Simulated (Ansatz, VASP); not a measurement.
# One calculation of MgO, two programs

```
Mg O
1.0
     0.00000    2.12450    2.12450
     2.12450    0.00000    2.12450
     2.12450    2.12450    0.00000
Mg O
1 1
Direct
  0.00000 0.00000 0.00000
  0.50000 0.50000 0.50000
```

Alike in both runs: task relaxation of cell and atoms; functional r2SCAN; k mesh 10 × 10 × 10; occupations gaussian, width 0.02 eV; no spin polarisation.

```csv
,VASP,Ansatz
version,VASP 6.6.1,Ansatz 0.2.0
potentials or method,"VASP PAW PBE potentials, release 64 (Mg_sv, O), cutoff 750 eV","scalar-relativistic, plane waves, PAW"
valence electrons in the cell,16,16
```

|  | VASP | Ansatz | Ansatz less VASP |
| --- | --- | --- | --- |
| gap on the k mesh at the Fermi level, each at its own relaxed structure (eV) | 5.70 | 5.68 | -0.021 |
| relaxed volume (Å³/atom) | 9.29 | 9.31 | +0.017 |
| relaxed length of the cell vector where the two differ most in proportion (Å) | 2.973 | 2.975 | +0.0018 |

VASP's potentials were made for PBE, not for r2SCAN.
